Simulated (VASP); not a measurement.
# Ti in VASP: relaxation of the atoms with LDA

Aim: the relaxation of the atoms of Ti with LDA.

All numbers are computed with VASP 6.6.1; they aren't measurements. Logs are shortened: lines on timing, memory, paths and dates and some standing lists are left out, and cuts for length are marked.

## (1) The cell of the first run

The cell holds a slab with vacuum, 5 atoms: a = 2.864 Å, b = 2.864 Å, c = 24.069 Å, α = 90.00°, β = 90.00°, γ = 120.00°.

## (2) Relaxation of the atoms, LDA

File INCAR:

```
PREC = Accurate
ENCUT = 450
EDIFF = 1E-7
ISMEAR = 0
SIGMA = 0.1
LREAL = F
LASPH = T
NELM = 120
ALGO = Normal
ISIF = 2
LWAVE = F
LCHARG = F
LDIPOL = T
IDIPOL = 3
DIPOL = 0.5 0.5 0.500
IBRION = 2
NSW = 80
EDIFFG = -0.02
GGA_COMPAT = F
NELMIN = 4
NELMDL = -8
```

File KPOINTS:

```
Automatic mesh
0
Gamma
  12 12 1
```

File POSCAR:

```
Ti
1.0
    2.8639728619      0.0000000000      0.0000000000
   -1.4319864310      2.4802732542      0.0000000000
    0.0000000000      0.0000000000     24.0694683824
Ti
5
Direct
    0.3333333333      0.6666666667      0.3115980744
    0.6666666667      0.3333333333      0.4057990372
    0.3333333333      0.6666666667      0.5000000000
    0.6666666667      0.3333333333      0.5942009628
    0.3333333333      0.6666666667      0.6884019256
```

Potentials or basis: VASP PAW LDA potentials, release 64 (Ti_sv).

On the command line:

```console
$ cat potpaw_LDA.64/Ti_sv/POTCAR > POTCAR
$ mpirun -np 1 vasp_std > vasp.out
```

OUTCAR:

```text
PREC = Accurate
   ENCUT = 450
   EDIFF = 1E-7
   ISMEAR = 0
   LREAL = F
   LASPH = T
   NELM = 120
   ISIF = 2
   IBRION = 2
   NSW = 80
   EDIFFG = -0.02
   NELMIN = 4
   NELMDL = -8

 ion  position               nearest neighbor table
   1  0.333  0.667  0.312-   2 2.81   2 2.81   2 2.81
   2  0.667  0.333  0.406-   1 2.81   3 2.81   1 2.81   3 2.81   1 2.81   3 2.81
   3  0.333  0.667  0.500-   2 2.81   4 2.81   2 2.81   4 2.81   2 2.81   4 2.81
   4  0.667  0.333  0.594-   5 2.81   3 2.81   5 2.81   3 2.81   5 2.81   3 2.81
   5  0.333  0.667  0.688-   4 2.81   4 2.81   4 2.81

  LATTYP: Found a hexagonal cell.
 ALAT       =     2.8639728619
 C/A-ratio  =     8.4042236233

  Lattice vectors:

 A1 = (   2.8639728619,   0.0000000000,   0.0000000000)
 A2 = (  -1.4319864310,   2.4802732542,   0.0000000000)
 A3 = (   0.0000000000,   0.0000000000,  24.0694683824)

Analysis of symmetry for initial positions (statically):
=====================================================================
 Subroutine PRICEL returns:
 Original cell was already a primitive cell.

 Routine SETGRP: Setting up the symmetry group for a
 hexagonal supercell.

 Subroutine GETGRP returns: Found 12 space group operations
 (whereof 12 operations were pure point group operations)
 out of a pool of 24 trial point group operations.

The static configuration has the point symmetry D_3h.

Analysis of symmetry for dynamics (positions and initial velocities):
=====================================================================
 Subroutine PRICEL returns:
 Original cell was already a primitive cell.

 Routine SETGRP: Setting up the symmetry group for a
 hexagonal supercell.

 Subroutine GETGRP returns: Found 12 space group operations
 (whereof 12 operations were pure point group operations)
 out of a pool of 24 trial point group operations.

The dynamic configuration has the point symmetry D_3h.

 Subroutine INISYM returns: Found 12 space group operations
 (whereof 12 operations are pure point group operations),
 and found     1 'primitive' translations

----------------------------------------------------------------------------------------

                                     Primitive cell

  volume of cell :     170.9759

  direct lattice vectors                    reciprocal lattice vectors
     2.863972862  0.000000000  0.000000000     0.349165320  0.201590691  0.000000000
    -1.431986431  2.480273254  0.000000000     0.000000000  0.403181383  0.000000000
     0.000000000  0.000000000 24.069468382     0.000000000  0.000000000  0.041546410

  length of vectors
     2.863972862  2.863972862 24.069468382     0.403181383  0.403181383  0.041546410

  position of ions in fractional coordinates (direct lattice)
     0.333333333  0.666666667  0.311598074
     0.666666667  0.333333333  0.405799037
     0.333333333  0.666666667  0.500000000
     0.666666667  0.333333333  0.594200963
     0.333333333  0.666666667  0.688401926

  ion indices of the primitive-cell ions
   primitive index   ion index
                 1           1
                 2           2
                 3           3
                 4           4
                 5           5

----------------------------------------------------------------------------------------

 KPOINTS: Automatic mesh

Automatic generation of k-mesh.
 Grid dimensions read from file:
 generate k-points for:   12   12    1

 Generating k-lattice:

  Cartesian coordinates                     Fractional coordinates (reciprocal lattice)
     0.029097110  0.016799224  0.000000000     0.083333333 -0.000000000  0.000000000
     0.000000000  0.033598449  0.000000000     0.000000000  0.083333333  0.000000000
     0.000000000  0.000000000  0.041546410     0.000000000  0.000000000  1.000000000

  Length of vectors
     0.033598449  0.033598449  0.041546410

  Shift w.r.t. Gamma in fractional coordinates (k-lattice)
     0.000000000  0.000000000  0.000000000

 Subroutine IBZKPT returns following result:
 ===========================================

 Found     19 irreducible k-points:

 Following reciprocal coordinates:
            Coordinates               Weight
  0.000000  0.000000  0.000000      1.000000
  0.083333  0.000000  0.000000      6.000000
  0.166667  0.000000  0.000000      6.000000
  0.250000  0.000000  0.000000      6.000000
  0.333333 -0.000000  0.000000      6.000000
  0.416667 -0.000000  0.000000      6.000000
[... 11 lines left out ...]
  0.333333  0.250000  0.000000     12.000000
  0.333333  0.333333  0.000000      2.000000
   k-points           NKPTS =     19   k-points in BZ     NKDIM =     19   number of bands    NBANDS=     36
   number of dos      NEDOS =    301   number of ions     NIONS =      5
   total plane-waves  NPLWV =  67200
   dimension x,y,z NGX =    20 NGY =   20 NGZ =  168
   dimension x,y,z NGXF=    40 NGYF=   40 NGZF=  336
   ions per type =               5
   NGX,Y,Z   is equivalent  to a cutoff of  11.61, 11.61, 11.60 a.u.
   NGXF,Y,Z  is equivalent  to a cutoff of  23.22, 23.22, 23.21 a.u.
 SYSTEM =  unknown system
   PREC   = accura    normal or accurate (medium, high low for compatibility)
   ISTART =      0    job   : 0-new  1-cont  2-samecut
   ICHARG =      2    charge: 1-file 2-atom 10-const
   ISPIN  =      1    spin polarized calculation?
   LNONCOLLINEAR =      F non collinear calculations
   LSORBIT =      F    spin-orbit coupling
   LASPH  =      T    aspherical Exc in radial PAW
   ENCUT  =  450.0 eV  33.07 Ry    5.75 a.u.   4.95  4.95 41.63*2*pi/ulx,y,z
   NELM   =    120;   NELMIN=  4; NELMDL= -8     # of ELM steps
   EDIFF  = 0.1E-06   stopping-criterion for ELM
   LREAL  =      F    real-space projection
   EDIFFG = -.2E-01   stopping-criterion for IOM
   NSW    =     80    number of steps for IOM
   IBRION =      2    ionic relax: 0-MD 1-quasi-New 2-CG
   NFREE  =      1    steps in history (QN), initial steepest desc. (CG)
   ISIF   =      2    stress and relaxation
   ISYM   =      2    0-nonsym 1-usesym 2-fastsym
   POTIM  = 0.5000    time-step for ionic-motion
   TEBEG  =    0.0;   TEEND  =   0.0 temperature during run
   PSTRESS=    0.0 pullay stress
   NELECT =      60.0000    total number of electrons
   NUPDOWN=      -1.0000    fix difference up-down
   EMIN   =  10.00;   EMAX   =-10.00  energy-range for DOS
   EFERMI =   0.00;   METHOD = LEGACY
   ISMEAR =     0;   SIGMA  =   0.10  broadening in eV -4-tet -1-fermi 0-gaus
   EFERMI_NEDOS =   21; number of points for ismear=-14 and -15
   IALGO  =     38    algorithm
   IMIX   =      4    mixing-type and parameters
     AMIX     =   0.40;   BMIX     =  1.00
     AMIX_MAG =   1.60;   BMIX_MAG =  1.00
  volume/ion in A,a.u.               =      34.20       230.76
  Fermi-wavevector in a.u.,A,eV,Ry     =   1.154730  2.182122 18.142012  1.333400
  Thomas-Fermi vector in A             =   2.291364
   LORBIT       =      0    0 simple, 1 ext, 2 COOP (PROOUT), +10 PAW based schemes
   GGA     = CA    functional components
   LHFCALC =     F    Hartree Fock is set to
   AEXX    =    0.0000 exact exchange contribution
   IVDW    =     0    specifies the selected vdW correction
   LEPSILON=     F    determine dielectric tensor
   LRPA    =     F    only Hartree local field effects (RPA)
 conjugate gradient relaxation of ions
 non-spin polarized calculation
 Gauss-broadening in eV      SIGMA  =   0.10
  energy-cutoff  :      450.00
  volume of cell :      170.98
 maximum number of plane-waves:      3763
 NGX is ok and might be reduce to    20
   NGX =  9   NGY =  9   NGZ = 83

--------------------------------------- Ionic step        1  -------------------------------------------

 number of electron      60.0000018 magnetization

 Free energy of the ion-electron system (eV)
  ---------------------------------------------------
  ext. energy  EPLUGINS =         0.00000000
  ---------------------------------------------------
  free energy    TOTEN  =       -40.67659862 eV

  energy without entropy =      -40.63042448  energy(sigma->0) =      -40.65351155

------------------------ aborting loop because EDIFF is reached ----------------------------------------

  FORCE on cell =-STRESS in cart. coord.  units (eV):
  Direction    XX          YY          ZZ          XY          YZ          ZX
  --------------------------------------------------------------------------------------
  -------------------------------------------------------------------------------------
  Total       -2.2357282     -2.2357282     -2.5242892      0.0000000      0.0000000      0.0000000
  in kB      -20.9505133    -20.9505133    -23.6545542      0.0000000      0.0000000      0.0000000
  external PRESSURE =     -21.8518603 kB  Pullay stress =       0.0000000 kB

 VOLUME and BASIS-vectors are now :
 -----------------------------------------------------------------------------
  energy-cutoff  :      450.00
  volume of cell :      170.98
      direct lattice vectors                 reciprocal lattice vectors
     2.863972862  0.000000000  0.000000000     0.349165320  0.201590691  0.000000000
    -1.431986431  2.480273254  0.000000000     0.000000000  0.403181383  0.000000000
     0.000000000  0.000000000 24.069468382     0.000000000  0.000000000  0.041546410
[... 196 lines left out ...]
 POSITION                                       TOTAL-FORCE (eV/Angst)
 -----------------------------------------------------------------------------------
     -0.00000      1.65352      7.58490         0.000000      0.000000      0.036278
      1.43199      0.82676      9.69633        -0.000000     -0.000000      0.033249
     -0.00000      1.65352     12.03473         0.000000     -0.000000      0.000000
      1.43199      0.82676     14.37314        -0.000000      0.000000     -0.033249
     -0.00000      1.65352     16.48457        -0.000000      0.000000     -0.036278
 -----------------------------------------------------------------------------------
    total drift:                               -0.000000      0.000000     -0.000000

  FREE ENERGIE OF THE ION-ELECTRON SYSTEM (eV)
  ---------------------------------------------------
  free  energy   TOTEN  =       -40.7924942447 eV

  energy  without entropy=      -40.7562859128  energy(sigma->0) =      -40.77439008

 dipolmoment           0.000000      0.000000      0.000000 electrons x Angstroem

--------------------------------------- Ionic step        7  -------------------------------------------

 number of electron      60.0000019 magnetization

 dipolmoment           0.000000      0.000000     -0.000000 electrons x Angstroem

 Free energy of the ion-electron system (eV)
  ---------------------------------------------------
  ext. energy  EPLUGINS =         0.00000000
  ---------------------------------------------------
  free energy    TOTEN  =       -40.79406281 eV

  energy without entropy =      -40.75783077  energy(sigma->0) =      -40.77594679

 E-fermi :   1.8538     XC(G=0):  -6.5769

 val. band max:        1.8469832156   @ k =   0.3333   0.2500   0.0000
 cond. band min:       1.8547621592   @ k =   0.3333   0.1667   0.0000
 fundamental gap:      0.0077789435
 Fermi energy:         1.8537678687

 k-point     1 :       0.0000    0.0000    0.0000
  band No.  band energies     occupation
      1     -54.2541      2.00000
      2     -54.2521      2.00000
      3     -54.1000      2.00000
      4     -53.9864      2.00000
      5     -53.9600      2.00000
      6     -31.2413      2.00000
[... 730 lines left out ...]
     35       2.1148      0.00022
     36       2.1752      0.00001

------------------------ aborting loop because EDIFF is reached ----------------------------------------

 vacuum level on the upper side and lower side of the slab       (xc-potential included)        -0.084        -0.084

  FORCE on cell =-STRESS in cart. coord.  units (eV):
  Direction    XX          YY          ZZ          XY          YZ          ZX
  --------------------------------------------------------------------------------------
  -------------------------------------------------------------------------------------
  Total       -1.1767950     -1.1767950     -0.2684494      0.0000000      0.0000000     -0.0000000
  in kB      -11.0274849    -11.0274849     -2.5155798      0.0000000      0.0000000     -0.0000000
  external PRESSURE =      -8.1901832 kB  Pullay stress =       0.0000000 kB

 VOLUME and BASIS-vectors are now :
 -----------------------------------------------------------------------------
  energy-cutoff  :      450.00
  volume of cell :      170.98
      direct lattice vectors                 reciprocal lattice vectors
     2.863972862  0.000000000  0.000000000     0.349165320  0.201590691  0.000000000
    -1.431986431  2.480273254  0.000000000     0.000000000  0.403181383  0.000000000
     0.000000000  0.000000000 24.069468382     0.000000000  0.000000000  0.041546410

 POSITION                                       TOTAL-FORCE (eV/Angst)
 -----------------------------------------------------------------------------------
     -0.00000      1.65352      7.60745         0.000000     -0.000000     -0.001949
      1.43199      0.82676      9.71265         0.000000     -0.000000      0.014996
     -0.00000      1.65352     12.03473        -0.000000     -0.000000     -0.000000
      1.43199      0.82676     14.35682        -0.000000      0.000000     -0.014996
     -0.00000      1.65352     16.46202         0.000000      0.000000      0.001949
 -----------------------------------------------------------------------------------
    total drift:                               -0.000000      0.000000     -0.000000

  FREE ENERGIE OF THE ION-ELECTRON SYSTEM (eV)
  ---------------------------------------------------
  free  energy   TOTEN  =       -40.7940628070 eV

  energy  without entropy=      -40.7578307679  energy(sigma->0) =      -40.77594679

 reached required accuracy - stopping structural energy minimisation

 vacuum level on the upper side and lower side of the slab         6.440         6.440
```

Run time: 22 min. Hardware: 1 thread of Intel Xeon 8259CL, shared host; peak memory 0.24 GiB.

What came out:

```yaml
Free_energy: -40.7941 eV
Energy_gained_by_relaxing: 23.5 meV/atom
Ionic_steps: 7
Largest_force_after_relaxing: 0.015 eV/Å
Band_gap_on_the_k_mesh: zero (bands 30 and 31 overlap by 1.01 eV)
```

Forces in eV/Å, atoms in the order of the input:
```
Ti   0.000  0.000 -0.002
Ti   0.000  0.000  0.015
Ti   0.000  0.000  0.000
Ti   0.000  0.000 -0.015
Ti   0.000  0.000  0.002
```

The path:
| step | energy change (eV) | largest force (eV/Å) | pressure (GPa) |
| --- | --- | --- | --- |
| 1 | 0.0000 | 0.7229 | -2.19 |
| 2 | -0.0726 | 0.4457 | -1.85 |
| 3 | -0.1135 | 0.0717 | -1.19 |
| 4 | -0.1136 | 0.0614 | -1.22 |
| 5 | -0.1143 | 0.0549 | -1.18 |
| 6 | -0.1159 | 0.0363 | -1.06 |
| 7 | -0.1175 | 0.0150 | -0.82 |

Final structure:
```
CELL_PARAMETERS angstrom
2.86397 0.00000 0.00000
-1.43199 2.48027 0.00000
0.00000 0.00000 24.06947
ATOMIC_POSITIONS crystal
Ti 0.33333 0.66667 0.31606
Ti 0.66667 0.33333 0.40353
Ti 0.33333 0.66667 0.50000
Ti 0.66667 0.33333 0.59647
Ti 0.33333 0.66667 0.68394
```
